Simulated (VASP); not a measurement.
Wanted: the native input for a VASP 6.6.1 run.

```
Task                   : single point
Functional             : r2SCAN
Potentials or basis    : VASP PAW PBE potentials, release 64 (Hf_pv, O)
Cutoff                 : 520 eV
k mesh                 : 8 × 8 × 8
Occupations            : gaussian, width 0.02 eV
Spin                   : no spin polarisation
Dipole correction      : no
Further INCAR settings : ALGO = Normal; EDIFF = 1e-07; NBANDS = 18
```

The system is HfO2.

```
Hf O
1.0
     0.00000    2.52916    2.52916
     2.52916    0.00000    2.52916
     2.52916    2.52916    0.00000
Hf O
1 2
Direct
  0.00000 0.00000 0.00000
  0.25000 0.25000 0.25000
  0.75000 0.75000 0.75000
```

The input as run:

POSCAR

```
HfO2
1.0
    0.0000000000      2.5291609957      2.5291609957
    2.5291609957      0.0000000000      2.5291609957
    2.5291609957      2.5291609957      0.0000000000
Hf O
1 2
Direct
    0.0000000000      0.0000000000      0.0000000000
    0.2500000000      0.2500000000      0.2500000000
    0.7500000000      0.7500000000      0.7500000000
```

INCAR.step1

```
PREC = Accurate
ENCUT = 520
ISMEAR = 0
SIGMA = 0.02
LREAL = F
LASPH = T
NELM = 100
NBANDS = 18
GGA = PE
ALGO = Normal
EDIFF = 1E-4
LWAVE = T
LCHARG = F
```

INCAR.step2

```
PREC = Accurate
ENCUT = 520
EDIFF = 1E-7
ISMEAR = 0
SIGMA = 0.02
LREAL = F
LASPH = T
NELM = 100
ALGO = Normal
ISIF = 2
LWAVE = F
LCHARG = F
METAGGA = R2SCAN
LMIXTAU = T
NBANDS = 18
ISTART = 1
```

KPOINTS

```
Automatic mesh
0
Gamma
  8 8 8
```

Potentials or basis: VASP PAW PBE potentials, release 64 (Hf_pv, O).

Command:

```sh
$ cat potpaw_PBE.64/Hf_pv/POTCAR potpaw_PBE.64/O/POTCAR > POTCAR
$ cp INCAR.step1 INCAR
$ mpirun -np 1 vasp_std > vasp.out
$ cp INCAR.step2 INCAR
$ mpirun -np 1 vasp_std > vasp.out
```

It gave:

The pressure is -4.0 GPa and the band gap on the k mesh is 4.31 eV, direct.

Caveat: the PAW data sets were made with another functional, which shifts forces and pressure a little; spin-orbit coupling is left out, which moves the levels of the heavy elements.

Wall time 50 s on 1 thread of Intel(R) Xeon(R) 6975P-C (Granite Rapids) (shared host), peak memory 0.17 GiB.
